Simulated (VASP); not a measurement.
# Ti2TeO (P-3m1) in VASP: a series of runs

The runs below take Ti2TeO through single point, with PBE.

All numbers are computed with VASP 6.6.1; they aren't measurements. Logs are shortened: lines on timing, memory, paths and dates and some standing lists are left out, and cuts for length are marked.

### Step 1. The cell of the first run

Symmetry: P-3m1, No. 164, trigonal system. Conventional cell: a = 3.323 Å, b = 3.323 Å, c = 6.377 Å, α = 90.00°, β = 90.00°, γ = 120.00°. Within 3.0 Å of Ti (site symmetry 3m) lie 3 O at 2.16 Å and 3 Ti at 2.77 Å and 3 Te at 2.91 Å. Te (site symmetry -3m) has 6 Ti at 2.91 Å and 2 O at 3.19 Å and 6 Te at 3.32 Å within 3.8 Å. O (site symmetry -3m) has 6 Ti at 2.16 Å within 2.9 Å.

### Step 2. Single point, PBE

INCAR

```
SYSTEM = Ti2TeO
PREC     = Accurate       ! precision mode
ENCUT    = 520            ! plane-wave cutoff, eV
EDIFF    = 1E-6           ! SCF threshold, eV
ISMEAR   = -1             ! smearing method
SIGMA    = 0.15           ! smearing width, eV
LREAL    = .FALSE.        ! projectors in reciprocal space
LASPH    = .TRUE.         ! aspherical terms in the spheres
NELM     = 100            ! most SCF steps
ALGO     = Fast           ! electronic algorithm
ISIF     = 2              ! what is computed and relaxed
LWAVE    = .FALSE.        ! write WAVECAR
LCHARG   = .FALSE.        ! write CHGCAR
GGA      = PE             ! functional
NBANDS   = 26             ! bands
```

KPOINTS

```
regular mesh
0
G
  15 15 8
  0 0 0
```

POSCAR

```
Ti2TeO
1.0
    3.3226274235      0.0000000000      0.0000000000
   -1.6613137117      2.8774797560      0.0000000000
    0.0000000000      0.0000000000      6.3768818533
Ti Te O
2 1 1
Direct
    0.3333333333      0.6666666667      0.3428752109
    0.6666666667      0.3333333333      0.6571247891
    0.0000000000      0.0000000000      0.0000000000
    0.0000000000      0.0000000000      0.5000000000
```

Potentials or basis: VASP PAW PBE potentials, release 64 (Ti_sv, Te, O).

Launch:

```bash
cat potpaw_PBE.64/Ti_sv/POTCAR potpaw_PBE.64/Te/POTCAR potpaw_PBE.64/O/POTCAR > POTCAR
mpirun -np 1 vasp_std > vasp.out
```

OUTCAR:

```text
SYSTEM = Ti2TeO
   PREC = Accurate
   ENCUT = 520
   EDIFF = 1E-6
   ISMEAR = -1
   LREAL = .FALSE.
   LASPH = .TRUE.
   NELM = 100
   ISIF = 2
   GGA = PE

 ion  position               nearest neighbor table
   1  0.333  0.667  0.343-   4 2.16   4 2.16   4 2.16   2 2.77   2 2.77   2 2.77   3 2.91   3 2.91
                             3 2.91
   2  0.667  0.333  0.657-   4 2.16   4 2.16   4 2.16   1 2.77   1 2.77   1 2.77   3 2.91   3 2.91
                             3 2.91
   3  0.000  0.000  0.000-   1 2.91   2 2.91   1 2.91   2 2.91   2 2.91   1 2.91
   4  0.000  0.000  0.500-   1 2.16   2 2.16   1 2.16   2 2.16   2 2.16   1 2.16

  LATTYP: Found a hexagonal cell.
 ALAT       =     3.3226274235
 C/A-ratio  =     1.9192286828

  Lattice vectors:

 A1 = (   3.3226274235,   0.0000000000,   0.0000000000)
 A2 = (  -1.6613137117,   2.8774797560,   0.0000000000)
 A3 = (   0.0000000000,   0.0000000000,   6.3768818533)

Analysis of symmetry for initial positions (statically):
=====================================================================
 Subroutine PRICEL returns:
 Original cell was already a primitive cell.

 Routine SETGRP: Setting up the symmetry group for a
 hexagonal supercell.

 Subroutine GETGRP returns: Found 12 space group operations
 (whereof 12 operations were pure point group operations)
 out of a pool of 24 trial point group operations.

The static configuration has the point symmetry D_3d.

Analysis of symmetry for dynamics (positions and initial velocities):
=====================================================================
 Subroutine PRICEL returns:
 Original cell was already a primitive cell.

 Routine SETGRP: Setting up the symmetry group for a
 hexagonal supercell.

 Subroutine GETGRP returns: Found 12 space group operations
 (whereof 12 operations were pure point group operations)
 out of a pool of 24 trial point group operations.

The dynamic configuration has the point symmetry D_3d.

 Subroutine INISYM returns: Found 12 space group operations
 (whereof 12 operations are pure point group operations),
 and found     1 'primitive' translations

----------------------------------------------------------------------------------------

                                     Primitive cell

  volume of cell :      60.9680

  direct lattice vectors                    reciprocal lattice vectors
     3.322627424  0.000000000  0.000000000     0.300966637  0.173763169  0.000000000
    -1.661313712  2.877479756  0.000000000     0.000000000  0.347526337  0.000000000
     0.000000000  0.000000000  6.376881853     0.000000000  0.000000000  0.156816454

  length of vectors
     3.322627424  3.322627423  6.376881853     0.347526337  0.347526337  0.156816454

  position of ions in fractional coordinates (direct lattice)
     0.333333333  0.666666667  0.342875211
     0.666666667  0.333333333  0.657124789
     0.000000000  0.000000000  0.000000000
     0.000000000  0.000000000  0.500000000

  ion indices of the primitive-cell ions
   primitive index   ion index
                 1           1
                 2           2
                 3           3
                 4           4

----------------------------------------------------------------------------------------

 KPOINTS: regular mesh

Automatic generation of k-mesh.
 Grid dimensions read from file:
 generate k-points for:   15   15    8

 Generating k-lattice:

  Cartesian coordinates                     Fractional coordinates (reciprocal lattice)
     0.020064442  0.011584211  0.000000000     0.066666667  0.000000000  0.000000000
     0.000000000  0.023168422  0.000000000     0.000000000  0.066666667  0.000000000
     0.000000000  0.000000000  0.019602057     0.000000000  0.000000000  0.125000000

  Length of vectors
     0.023168422  0.023168422  0.019602057

  Shift w.r.t. Gamma in fractional coordinates (k-lattice)
     0.000000000  0.000000000  0.000000000

 Subroutine IBZKPT returns following result:
 ===========================================

 Found    192 irreducible k-points:

 Following reciprocal coordinates:
            Coordinates               Weight
  0.000000  0.000000  0.000000      1.000000
  0.066667  0.000000  0.000000      6.000000
  0.133333 -0.000000  0.000000      6.000000
  0.200000 -0.000000  0.000000      6.000000
  0.266667 -0.000000  0.000000      6.000000
  0.333333  0.000000  0.000000      6.000000
[... 16 lines left out ...]
  0.333333  0.200000  0.000000     12.000000
  0.400000  0.200000  0.000000      6.000000
 [... further k-points ...]
   k-points           NKPTS =    192   k-points in BZ     NKDIM =    192   number of bands    NBANDS=     26
   number of dos      NEDOS =    301   number of ions     NIONS =      4
   total plane-waves  NPLWV =  37632
   dimension x,y,z NGX =    28 NGY =   28 NGZ =   48
   dimension x,y,z NGXF=    56 NGYF=   56 NGZF=   96
   ions per type =               2   1   1
   NGX,Y,Z   is equivalent  to a cutoff of  14.01, 14.01, 12.51 a.u.
   NGXF,Y,Z  is equivalent  to a cutoff of  28.02, 28.02, 25.03 a.u.
 SYSTEM =  Ti2TeO
   PREC   = accura    normal or accurate (medium, high low for compatibility)
   ISTART =      0    job   : 0-new  1-cont  2-samecut
   ICHARG =      2    charge: 1-file 2-atom 10-const
   ISPIN  =      1    spin polarized calculation?
   LNONCOLLINEAR =      F non collinear calculations
   LSORBIT =      F    spin-orbit coupling
   LASPH  =      T    aspherical Exc in radial PAW
   ENCUT  =  520.0 eV  38.22 Ry    6.18 a.u.   6.18  6.18 11.86*2*pi/ulx,y,z
   NELM   =    100;   NELMIN=  2; NELMDL= -5     # of ELM steps
   EDIFF  = 0.1E-05   stopping-criterion for ELM
   LREAL  =      F    real-space projection
   EDIFFG = 0.1E-04   stopping-criterion for IOM
   NSW    =      0    number of steps for IOM
   IBRION =     -1    ionic relax: 0-MD 1-quasi-New 2-CG
   NFREE  =      0    steps in history (QN), initial steepest desc. (CG)
   ISIF   =      2    stress and relaxation
   ISYM   =      2    0-nonsym 1-usesym 2-fastsym
   POTIM  = 0.5000    time-step for ionic-motion
   TEBEG  =    0.0;   TEEND  =   0.0 temperature during run
   PSTRESS=    0.0 pullay stress
   NELECT =      36.0000    total number of electrons
   NUPDOWN=      -1.0000    fix difference up-down
   EMIN   =  10.00;   EMAX   =-10.00  energy-range for DOS
   EFERMI =   0.00;   METHOD = LEGACY
   ISMEAR =    -1;   SIGMA  =   0.15  broadening in eV -4-tet -1-fermi 0-gaus
   EFERMI_NEDOS =   21; number of points for ismear=-14 and -15
   IALGO  =     68    algorithm
   IMIX   =      4    mixing-type and parameters
     AMIX     =   0.40;   BMIX     =  1.00
     AMIX_MAG =   1.60;   BMIX_MAG =  1.00
  volume/ion in A,a.u.               =      15.24       102.86
  Fermi-wavevector in a.u.,A,eV,Ry     =   1.373435  2.595417 25.665007  1.886325
  Thomas-Fermi vector in A             =   2.498953
   LORBIT       =      0    0 simple, 1 ext, 2 COOP (PROOUT), +10 PAW based schemes
   GGA     = PE    functional components
   LHFCALC =     F    Hartree Fock is set to
   AEXX    =    0.0000 exact exchange contribution
   IVDW    =     0    specifies the selected vdW correction
   LEPSILON=     F    determine dielectric tensor
   LRPA    =     F    only Hartree local field effects (RPA)
 non-spin polarized calculation
 RMM-DIIS sequential band-by-band and
  energy-cutoff  :      520.00
  volume of cell :       60.97
 maximum number of plane-waves:      1662
 NGX is ok and might be reduce to    28
   NGX = 13   NGY = 13   NGZ = 23

 number of electron      35.9999989 magnetization

 Free energy of the ion-electron system (eV)
  ---------------------------------------------------
  ext. energy  EPLUGINS =         0.00000000
  ---------------------------------------------------
  free energy    TOTEN  =       -28.96475993 eV

  energy without entropy =      -28.75246119  energy(sigma->0) =      -28.85861056

 E-fermi :  10.4535     XC(G=0): -11.6413

 val. band max:       10.4534761482   @ k =   0.1333  -0.0000   0.5000
 cond. band min:      10.4552924025   @ k =   0.2000   0.1333   0.0000
 fundamental gap:      0.0018162543
 Fermi energy:        10.4535197628

 k-point     1 :       0.0000    0.0000    0.0000
  band No.  band energies     occupation
      1     -47.1070      2.00000
      2     -46.9934      2.00000
      3     -23.6240      2.00000
      4     -23.3302      2.00000
      5     -23.3302      2.00000
      6     -23.2148      2.00000
[... 18 lines left out ...]
     25      13.0695      0.00000
     26      13.9619      0.00000

 k-point     2 :       0.0667    0.0000    0.0000
  band No.  band energies     occupation
      1     -47.1051      2.00000
      2     -46.9937      2.00000
      3     -23.6225      2.00000
      4     -23.3445      2.00000
      5     -23.3348      2.00000
      6     -23.2195      2.00000
[... 18 lines left out ...]
     25      13.0575      0.00000
     26      13.5445      0.00000

 k-point     3 :       0.1333   -0.0000    0.0000
  band No.  band energies     occupation
      1     -47.0996      2.00000
      2     -46.9947      2.00000
      3     -23.6190      2.00000
      4     -23.3810      2.00000
      5     -23.3470      2.00000
      6     -23.2320      2.00000
[... 18 lines left out ...]
     25      12.8313      0.00000
     26      13.0170      0.00000

 k-point     4 :       0.2000   -0.0000    0.0000
  band No.  band energies     occupation
      1     -47.0911      2.00000
      2     -46.9967      2.00000
      3     -23.6157      2.00000
      4     -23.4294      2.00000
      5     -23.3638      2.00000
      6     -23.2470      2.00000
[... 18 lines left out ...]
     25      12.7419      0.00000
     26      12.9127      0.00000
[... 496 lines left out ...]
      1     -47.0556      2.00000
      2     -47.0102      2.00000
      3     -23.6159      2.00000
      4     -23.5257      2.00000
      5     -23.4724      2.00000
      6     -23.2465      2.00000
[... 18 lines left out ...]
     25      12.9498      0.00000
     26      13.8009      0.00000

 k-point    23 :       0.3333    0.2000    0.0000
  band No.  band energies     occupation
      1     -47.0463      2.00000
      2     -47.0159      2.00000
      3     -23.6152      2.00000
      4     -23.5454      2.00000
      5     -23.4837      2.00000
      6     -23.2561      2.00000
[... 18 lines left out ...]
     25      12.9147      0.00000
     26      13.8727      0.00000

 k-point    24 :       0.4000    0.2000    0.0000
  band No.  band energies     occupation
      1     -47.0419      2.00000
      2     -47.0189      2.00000
      3     -23.6146      2.00000
      4     -23.5531      2.00000
      5     -23.4871      2.00000
      6     -23.2596      2.00000
[... 18 lines left out ...]
     25      12.8245      0.00000
     26      14.0229      0.00000

 [... further k-points ...]

------------------------ aborting loop because EDIFF is reached ----------------------------------------

  FORCE on cell =-STRESS in cart. coord.  units (eV):
  Direction    XX          YY          ZZ          XY          YZ          ZX
  --------------------------------------------------------------------------------------
  -------------------------------------------------------------------------------------
  Total        0.0799158      0.0799158      0.0681955      0.0000000      0.0000000      0.0000000
  in kB        2.1001054      2.1001054      1.7921061      0.0000000      0.0000000      0.0000000
  external PRESSURE =       1.9974389 kB  Pullay stress =       0.0000000 kB

 VOLUME and BASIS-vectors are now :
 -----------------------------------------------------------------------------
  energy-cutoff  :      520.00
  volume of cell :       60.97
      direct lattice vectors                 reciprocal lattice vectors
     3.322627424  0.000000000  0.000000000     0.300966637  0.173763169  0.000000000
    -1.661313712  2.877479756  0.000000000     0.000000000  0.347526337  0.000000000
     0.000000000  0.000000000  6.376881853     0.000000000  0.000000000  0.156816454

 POSITION                                       TOTAL-FORCE (eV/Angst)
 -----------------------------------------------------------------------------------
     -0.00000      1.91832      2.18647        -0.000000     -0.000000     -0.033917
      1.66131      0.95916      4.19041         0.000000      0.000000      0.033917
      0.00000      0.00000      0.00000        -0.000000      0.000000      0.000000
      0.00000      0.00000      3.18844        -0.000000      0.000000      0.000000
 -----------------------------------------------------------------------------------
    total drift:                                0.000000      0.000000      0.000000

  FREE ENERGIE OF THE ION-ELECTRON SYSTEM (eV)
  ---------------------------------------------------
  free  energy   TOTEN  =       -28.9647599310 eV

  energy  without entropy=      -28.7524611919  energy(sigma->0) =      -28.85861056
```

It took 16 min on 1 thread of Intel Xeon Platinum 8488C (Sapphire Rapids), shared host; peak memory 0.41 GiB.

What came out:

```
Free energy            : -28.9648 eV
Pressure               : 0.2 GPa
Largest force          : 0.034 eV/Å
Band gap on the k mesh : zero (bands 18 and 19 overlap by 0.93 eV)
```

Forces in eV/Å, atoms in the order of the input:
```
Ti   0.000  0.000 -0.034
Ti   0.000  0.000  0.034
Te   0.000  0.000  0.000
O    0.000  0.000  0.000
```

Levels at points of the mesh, in eV from the Fermi level:
```tsv
k point	band 14	band 15	band 16	band 17	band 18	band 19	band 20	band 21	band 22	band 23
(0.00, 0.00, 0.00)	-4.35	-0.79	-0.79	-0.38	0.30	0.46	0.46	0.83	0.88	0.88
(0.00, 0.00, 0.50)	-5.92	-1.14	-1.14	0.32	0.61	0.94	0.94	1.49	1.49	1.90
```

Caveat: spin-orbit coupling is left out, which moves the levels of the heavy elements; semilocal functionals often make such compounds metallic where correlation or magnetic order opens a gap, which also shifts bond lengths.

### Step 3. Single point, PBE

INCAR

```
SYSTEM = Ti2TeO
ALGO = Fast
EDIFF = 1E-6
ENCUT = 520
GGA = PE
ISIF = 2
ISMEAR = -1
LASPH = .True.
LCHARG = .False.
LREAL = .False.
LWAVE = .False.
NBANDS = 26
NELM = 100
PREC = Accurate
SIGMA = 0.15
```

KPOINTS

```
k-points
0
Gamma
  15 15 8
  0 0 0
```

POSCAR is that of step 2.

Potentials or basis: VASP PAW PBE potentials, release 64 (Ti_sv, Te, O).

Launch:

```bash
cat potpaw_PBE.64/Ti_sv/POTCAR potpaw_PBE.64/Te/POTCAR potpaw_PBE.64/O/POTCAR > POTCAR
mpirun -np 1 vasp_std > vasp.out
```

Run time: 22 min. Hardware: 1 thread of Intel Xeon Platinum 8259CL at 2.50GHz (Skylake/Cascade Lake), shared host; peak memory 0.42 GiB.

It converged, with:

| Quantity | Value |
| --- | --- |
| Free energy | -28.9648 eV |
| Pressure | 0.2 GPa |
| Largest force | 0.034 eV/Å |
| Band gap on the k mesh | zero (bands 18 and 19 overlap by 0.93 eV) |

Forces on the atoms (eV/Å):
```
Ti   0.000  0.000 -0.034
Ti   0.000  0.000  0.034
Te   0.000  0.000  0.000
O    0.000  0.000  0.000
```

Levels at points of the mesh, in eV from the Fermi level:
| k point | band 16 | band 17 | band 18 | band 19 | band 20 | band 21 |
| --- | --- | --- | --- | --- | --- | --- |
| (0.00, 0.00, 0.00) | -0.79 | -0.38 | 0.30 | 0.46 | 0.46 | 0.83 |
| (0.00, 0.00, 0.50) | -1.14 | 0.32 | 0.61 | 0.94 | 0.94 | 1.49 |

Caveat: spin-orbit coupling is left out, which moves the levels of the heavy elements; semilocal functionals often make such compounds metallic where correlation or magnetic order opens a gap, which also shifts bond lengths.

(Part 1 of 2 ends here.)
